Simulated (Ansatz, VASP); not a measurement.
Two plane-wave programs on Sb

```xyz
1
Lattice="-1.8713 1.8713 1.8713 1.8713 -1.8713 1.8713 1.8713 1.8713 -1.8713" Properties=species:S:1:pos:R:3 pbc="T T T"
Sb    0.0000    0.0000    0.0000
```

Alike in both runs: task relaxation of cell and atoms; functional revPBE; k mesh 10 × 10 × 10; occupations fermi-dirac, width 0.05 eV; no spin polarisation.

```csv
,VASP,Ansatz
version,VASP 6.6.1,Ansatz 0.2.0
potentials or method,"VASP PAW PBE potentials, release 64 (Sb)",Ansatz PAW
plane-wave cutoff (eV),600,420
valence electrons in the cell,5,15
```

```tsv
	VASP	Ansatz	Ansatz less VASP
gap on the k mesh at the Fermi level, each at its own relaxed structure (eV)	none	none	-
relaxed volume (Å³/atom)	27.86	27.95	+0.090
relaxed cell length with the largest relative difference (Å)	3.308	3.311	+0.0035
```

VASP's potentials were made for PBE, not for revPBE. A gap of «none» marks a metal or a gap that the smearing closes. VASP's potentials hold 5 valence electrons a cell and Ansatz's 15, so a difference there can come from the potentials and not from the codes.

Spin-orbit coupling is off throughout. Noted on Ansatz's run: the plane-wave basis is chosen anew once the cell has moved, so the energies of steps on either side of that aren't comparable.
